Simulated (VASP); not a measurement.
# Ag: relaxation of cell and atoms with PBEsol

The system is Ag.

```xyz
4
Lattice="2.8299 0.0000 0.0000 -1.4150 2.4508 0.0000 0.0000 0.0000 9.2457" Properties=species:S:1:pos:R:3 pbc="T T T"
Ag    0.0000    0.0000    0.0000
Ag    0.0000    0.0000    4.6228
Ag    0.0000    1.6339    2.3114
Ag    1.4150    0.8169    6.9342
```

This isn't the form of Ag at room conditions, which is fcc.

```
Program                : VASP 6.6.1
Task                   : relaxation of cell and atoms
Functional             : PBEsol
Potentials or basis    : VASP PAW PBE potentials, release 64 (Ag)
Cutoff                 : 600 eV
k mesh                 : 18 × 18 × 6
Occupations            : gaussian, width 0.1 eV
Spin                   : no spin polarisation
Target pressure        : 5 GPa
Dipole correction      : no
Further INCAR settings : ALGO = Fast; EDIFF = 1e-06; IBRION = 2; EDIFFG = -0.008; NSW = 70; ISIF = 3
```

```
Relaxed volume                                             : 16.01 Å³/atom
Relaxed cell                                               : a = 2.829 Å, b = 2.829 Å, c = 9.242 Å, α = 90.00°, β = 90.00°, γ = 120.00°
Space group after relaxing (to 0.1 Å)                      : P6_3/mmc (No. 194)
Energy change on relaxing (the run minimises the enthalpy) : +0.7 meV/atom
Ionic steps                                                : 2
Pressure after relaxing                                    : 5.1 GPa
Band gap on the k mesh                                     : zero (bands 22 and 23 overlap by 6.70 eV)
```

Step by step:
```tsv
step	energy change (eV)	largest force (eV/Å)	pressure (GPa)	volume (Å³)
1	0.0000	0.0000	4.90	64.12
2	0.0028	0.0000	5.07	64.03
```

Final structure:
```
Ag
1.0
     2.82855    0.00000    0.00000
    -1.41427    2.44959    0.00000
     0.00000    0.00000    9.24155
Ag
4
Direct
  0.00000 0.00000 0.00000
  0.00000 0.00000 0.50000
  0.33333 0.66667 0.25000
  0.66667 0.33333 0.75000
```

Levels at points of the mesh, in eV from the Fermi level:
| k point | band 19 | band 20 | band 21 | band 22 | band 23 | band 24 | band 25 | band 26 |
| --- | --- | --- | --- | --- | --- | --- | --- | --- |
| (0.00, 0.00, 0.00) | -3.66 | -3.41 | -3.41 | -2.97 | -2.97 | -0.60 | 3.98 | 11.61 |
| (0.50, 0.00, 0.00) | -2.75 | -2.72 | -0.33 | 0.62 | 1.13 | 1.66 | 4.70 | 4.77 |
| (0.00, 0.00, 0.50) | -3.15 | -3.15 | -3.15 | -3.15 | -2.66 | -2.66 | 6.88 | 6.88 |
| (0.50, 0.00, 0.50) | -2.76 | -2.76 | 0.21 | 0.21 | 1.48 | 1.48 | 5.08 | 5.08 |

Wall time 2.4 min on 1 thread of Intel(R) Xeon(R) 6975P-C (Granite Rapids), with other jobs on the host, peak memory 0.37 GiB.

Caveat: the cell is relaxed towards a set pressure, so the run minimises the enthalpy, not the energy; the PAW data sets were made with another functional, which shifts forces and pressure a little.
